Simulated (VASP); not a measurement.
# SnO in VASP: further runs

The runs below take SnO through single point, with PBE+D3(BJ).

Everything below comes from runs of VASP 6.6.1. Logs are shortened: lines on timing, memory, paths and dates and some standing lists are left out, and cuts for length are marked.

### Step 1. The cell of the first run

The cell holds a slab with vacuum, 8 atoms: a = 3.820 Å, b = 3.820 Å, c = 22.226 Å, α = 90.00°, β = 90.00°, γ = 90.00°.

### Step 2. Single point, PBE+D3(BJ) (layers slid over each other)

File INCAR:

```
PREC = Accurate ; ENCUT = 520
EDIFF = 1E-6 ; ISMEAR = 0
SIGMA = 0.05 ; LREAL = F
LASPH = T ; NELM = 100
ALGO = Normal ; ISIF = 2
LWAVE = F ; LCHARG = F
LDIPOL = T ; IDIPOL = 3
DIPOL = 0.5 0.5 0.399 ; GGA = PE
IVDW = 12 ; NBANDS = 50
```

File KPOINTS:

```
Automatic mesh
0
Gamma
  7 7 1
```

File POSCAR:

```
SnO
1.0
    3.8201526697      0.0002954396      0.0000000000
   -0.0003145245      3.8201526682      0.0000000000
    0.0000000000      0.0000000000     22.2260755522
Sn O
4 4
Direct
    0.9999453086      0.9999453086      0.2024648926
    0.4999453086      0.4999453086      0.3087831570
    0.6249453086      0.6249453086      0.4887519504
    1.1249453086      1.1249453086      0.5950702148
    0.9999461247      0.4999461247      0.2556240248
    0.4999461247      0.9999461247      0.2556240248
    0.6249444925      1.1249444925      0.5419110826
    1.1249444925      0.6249444925      0.5419110826
```

Potentials or basis: VASP PAW PBE potentials, release 64 (Sn_d, O).

Started as:

```sh
cat potpaw_PBE.64/Sn_d/POTCAR potpaw_PBE.64/O/POTCAR > POTCAR
mpirun -np 1 vasp_std > vasp.out
```

OUTCAR:

```text
PREC = Accurate
   ENCUT = 520
   EDIFF = 1E-6
   ISMEAR = 0
   LREAL = F
   LASPH = T
   NELM = 100
   ISIF = 2
   GGA = PE
   IVDW = 12
 IVDW          = 12

 ion  position               nearest neighbor table
   1  1.000  1.000  0.202-   6 2.25   5 2.25   6 2.25   5 2.25   2 3.59   2 3.59   2 3.59   2 3.59

   2  0.500  0.500  0.309-   5 2.25   6 2.25   5 2.25   6 2.25   1 3.59   1 3.59   1 3.59   1 3.59

   3  0.625  0.625  0.489-   8 2.25   7 2.25   8 2.25   7 2.25   4 3.59   4 3.59   4 3.59   4 3.59

   4  0.125  0.125  0.595-   7 2.25   8 2.25   7 2.25   8 2.25   3 3.59   3 3.59   3 3.59   3 3.59

   5  1.000  0.500  0.256-   2 2.25   1 2.25   2 2.25   1 2.25
   6  0.500  1.000  0.256-   1 2.25   2 2.25   1 2.25   2 2.25
   7  0.625  0.125  0.542-   4 2.25   3 2.25   4 2.25   3 2.25
   8  0.125  0.625  0.542-   3 2.25   4 2.25   3 2.25   4 2.25

  LATTYP: Found a simple tetragonal cell.
 ALAT       =     3.8201526811
 C/A-ratio  =     5.8181118420

  Lattice vectors:

 A1 = (   3.8201526697,   0.0002954396,   0.0000000000)
 A2 = (  -0.0003145245,   3.8201526682,   0.0000000000)
 A3 = (   0.0000000000,   0.0000000000,  22.2260755522)

Analysis of symmetry for initial positions (statically):
=====================================================================
 Subroutine PRICEL returns:
 Original cell was already a primitive cell.

 Routine SETGRP: Setting up the symmetry group for a
 simple tetragonal supercell.

 Subroutine GETGRP returns: Found  4 space group operations
 (whereof  2 operations were pure point group operations)
 out of a pool of 16 trial point group operations.

The static configuration has the point symmetry C_1h.
 The point group associated with its full space group is C_2h.

Analysis of symmetry for dynamics (positions and initial velocities):
=====================================================================
 Subroutine PRICEL returns:
 Original cell was already a primitive cell.

 Routine SETGRP: Setting up the symmetry group for a
 simple tetragonal supercell.

 Subroutine GETGRP returns: Found  4 space group operations
 (whereof  2 operations were pure point group operations)
 out of a pool of 16 trial point group operations.

The dynamic configuration has the point symmetry C_1h.
 The point group associated with its full space group is C_2h.

 Subroutine INISYM returns: Found  4 space group operations
 (whereof  2 operations are pure point group operations),
 and found     1 'primitive' translations
[... 109 lines left out ...]
   NELECT =      80.0000    total number of electrons
   NUPDOWN=      -1.0000    fix difference up-down
   EMIN   =  10.00;   EMAX   =-10.00  energy-range for DOS
   EFERMI =   0.00;   METHOD = LEGACY
   ISMEAR =     0;   SIGMA  =   0.05  broadening in eV -4-tet -1-fermi 0-gaus
   EFERMI_NEDOS =   21; number of points for ismear=-14 and -15
   IALGO  =     38    algorithm
   IMIX   =      4    mixing-type and parameters
     AMIX     =   0.40;   BMIX     =  1.00
     AMIX_MAG =   1.60;   BMIX_MAG =  1.00
  volume/ion in A,a.u.               =      40.54       273.61
  Fermi-wavevector in a.u.,A,eV,Ry     =   1.026668  1.940121 14.341186  1.054047
  Thomas-Fermi vector in A             =   2.160573
   LORBIT       =      0    0 simple, 1 ext, 2 COOP (PROOUT), +10 PAW based schemes
   GGA     = PE    functional components
   LHFCALC =     F    Hartree Fock is set to
   AEXX    =    0.0000 exact exchange contribution
   IVDW    =    12    specifies the selected vdW correction
   LEPSILON=     F    determine dielectric tensor
   LRPA    =     F    only Hartree local field effects (RPA)
 non-spin polarized calculation
 Gauss-broadening in eV      SIGMA  =   0.05
  energy-cutoff  :      520.00
  volume of cell :      324.36
 maximum number of plane-waves:      8769
   NGX = 15   NGY = 15   NGZ = 83

 dipolmoment           0.000000      0.000000     -0.000002 electrons x Angstroem

 number of electron      79.9999971 magnetization

 dipolmoment           0.000000      0.000000      0.000000 electrons x Angstroem

 Free energy of the ion-electron system (eV)
  ---------------------------------------------------
  ext. energy  EPLUGINS =         0.00000000
  ---------------------------------------------------
  free energy    TOTEN  =       -45.10182033 eV

  energy without entropy =      -45.10182033  energy(sigma->0) =      -45.10182033

 E-fermi :   0.1606     XC(G=0):  -5.2883

 val. band max:       -0.1112722570   @ k =  -0.1429   0.1429   0.0000
 cond. band min:       2.1834903695   @ k =   0.4286  -0.0000   0.0000
 fundamental gap:      2.2947626265
 Fermi energy:         0.1605817644

 k-point     1 :       0.0000    0.0000    0.0000
  band No.  band energies     occupation
      1     -21.0397      2.00000
      2     -21.0396      2.00000
      3     -20.6792      2.00000
      4     -20.6791      2.00000
      5     -20.6430      2.00000
      6     -20.6428      2.00000
[... 837 lines left out ...]
     49       5.8712      0.00000
     50       6.2011      0.00000

------------------------ aborting loop because EDIFF is reached ----------------------------------------

 vacuum level on the upper side and lower side of the slab       (xc-potential included)        -0.152        -0.152

 Edisp (eV)   -1.25394

 E8    (eV) :    -0.5541

  FORCE on cell =-STRESS in cart. coord.  units (eV):
  Direction    XX          YY          ZZ          XY          YZ          ZX
  --------------------------------------------------------------------------------------
  -------------------------------------------------------------------------------------
  Total       0.32270     0.32270     0.67482     0.02466     0.28814     0.28810
  in kB       1.59397     1.59401     3.33332     0.12179     1.42329     1.42306
  external pressure =        2.17 kB  Pullay stress =        0.00 kB

 VOLUME and BASIS-vectors are now :
 -----------------------------------------------------------------------------
  energy-cutoff  :      520.00
  volume of cell :      324.36
      direct lattice vectors                 reciprocal lattice vectors
     3.820152670  0.000295440  0.000000000     0.261769641  0.000021552  0.000000000
    -0.000314525  3.820152668  0.000000000    -0.000020245  0.261769641  0.000000000
     0.000000000  0.000000000 22.226075552     0.000000000  0.000000000  0.044992198

 POSITION                                       TOTAL-FORCE (eV/Angst)
 -----------------------------------------------------------------------------------
      3.81963      3.82024      4.50000        -0.005370     -0.005371     -0.082270
      1.90971      1.91002      6.86304        -0.033770     -0.033776     -0.018688
      2.38719      2.38757     10.86304         0.033770      0.033776      0.018688
      0.47727      0.47735     13.22608         0.005370      0.005371      0.082270
      3.81979      1.91017      5.68152        -0.027450      0.010791     -0.002832
      1.90956      3.82009      5.68152         0.010795     -0.027448     -0.002832
      2.38734      0.47749     12.04456        -0.010795      0.027448      0.002832
      0.47711      2.38742     12.04456         0.027450     -0.010791      0.002832
 -----------------------------------------------------------------------------------
    total drift:                               -0.000003     -0.000003      0.000002

  FREE ENERGIE OF THE ION-ELECTRON SYSTEM (eV)
  ---------------------------------------------------
  free  energy   TOTEN  =       -46.3557596115 eV

  energy  without entropy=      -46.3557596115  energy(sigma->0) =      -46.35575961

 vacuum level on the upper side and lower side of the slab         4.798         4.798
```

stdout:

```text
POSCAR found type information on POSCAR SnO
 POSCAR found :  2 types and       8 ions
 scaLAPACK will be used
 LDA part: xc-table for (Slater+PW92), standard interpolation
 POSCAR, INCAR and KPOINTS ok, starting setup
 FFT: planning ... GRIDC
 FFT: planning ... GRID_SOFT
 FFT: planning ... GRID
 WAVECAR not read
 entering main loop
```

Wall time 12 min (1 thread of Intel Xeon 8259CL, shared host); peak memory 0.46 GiB.

Results:

```
Free energy                : -46.3558 eV
Largest force              : 0.083 eV/Å
Band gap on the k mesh     : 2.29 eV (least direct gap 2.50 eV)
Dispersion energy per atom : -0.157 eV
```

Forces on the atoms (eV/Å):
```
Sn  -0.005 -0.005 -0.082
Sn  -0.034 -0.034 -0.019
Sn   0.034  0.034  0.019
Sn   0.005  0.005  0.082
O   -0.027  0.011 -0.003
O    0.011 -0.027 -0.003
O   -0.011  0.027  0.003
O    0.027 -0.011  0.003
```

Caveat: the cell differs from its parent crystal (layers slid over each other); spin-orbit coupling is left out, which moves the levels of the heavy elements.

### Step 3. Single point, PBE+D3(BJ) (layers slid over each other)

File INCAR:

```
SYSTEM = SnO
PREC = Accurate ; ENCUT = 520
EDIFF = 1E-6 ; ISMEAR = 0
SIGMA = 0.05 ; LREAL = .FALSE.
LASPH = .TRUE. ; NELM = 80
ALGO = Normal ; ISIF = 2
LWAVE = .FALSE. ; LCHARG = .TRUE.
LDIPOL = .TRUE. ; IDIPOL = 3
DIPOL = 0.5 0.5 0.399 ; GGA = PE
IVDW = 12 ; LELF = .TRUE.
LVHAR = .TRUE. ; LVACPOTAV = .TRUE.
NBANDS = 50
```

File KPOINTS:

```
regular mesh
0
G
  7 7 1
  0 0 0
```

File POSCAR:

```
SnO
1.0
    3.8201526697      0.0002954396      0.0000000000
   -0.0003145245      3.8201526682      0.0000000000
    0.0000000000      0.0000000000     22.2260755522
Sn O
4 4
Direct
    0.9999453086      0.9999453086      0.2024648926
    0.4999453086      0.4999453086      0.3087831570
    0.8749453086      0.8749453086      0.4887519504
    1.3749453086      1.3749453086      0.5950702148
    0.9999461247      0.4999461247      0.2556240248
    0.4999461247      0.9999461247      0.2556240248
    0.8749444925      1.3749444925      0.5419110826
    1.3749444925      0.8749444925      0.5419110826
```

Potentials or basis: VASP PAW PBE potentials, release 64 (Sn_d, O).

Started as:

```sh
cat potpaw_PBE.64/Sn_d/POTCAR potpaw_PBE.64/O/POTCAR > POTCAR
mpirun -np 1 vasp_std > vasp.out
```

It took 12 min on 1 thread of Intel Xeon 8259CL, shared host; peak memory 0.46 GiB.

It converged, with:

```
Free energy                : -46.4534 eV
Largest force              : 0.176 eV/Å
Band gap on the k mesh     : 2.53 eV (least direct gap 2.54 eV)
Dispersion energy per atom : -0.157 eV
```

Forces in eV/Å, atoms in the order of the input:
```
Sn  -0.003 -0.003 -0.076
Sn  -0.013 -0.013  0.175
Sn   0.013  0.013 -0.175
Sn   0.003  0.003  0.076
O   -0.017  0.006  0.014
O    0.006 -0.017  0.014
O   -0.006  0.017 -0.014
O    0.017 -0.006 -0.014
```

Levels at points of the mesh, in eV from the valence-band top:
| k point | band 36 | band 37 | band 38 | band 39 | band 40 | band 41 | band 42 | band 43 | band 44 | band 45 |
| --- | --- | --- | --- | --- | --- | --- | --- | --- | --- | --- |
| (0.00, 0.00, 0.00) | -1.97 | -1.97 | -1.97 | -0.64 | -0.02 | 2.53 | 2.84 | 2.85 | 3.87 | 4.86 |

Caveat: the cell differs from its parent crystal (layers slid over each other); spin-orbit coupling is left out, which moves the levels of the heavy elements.
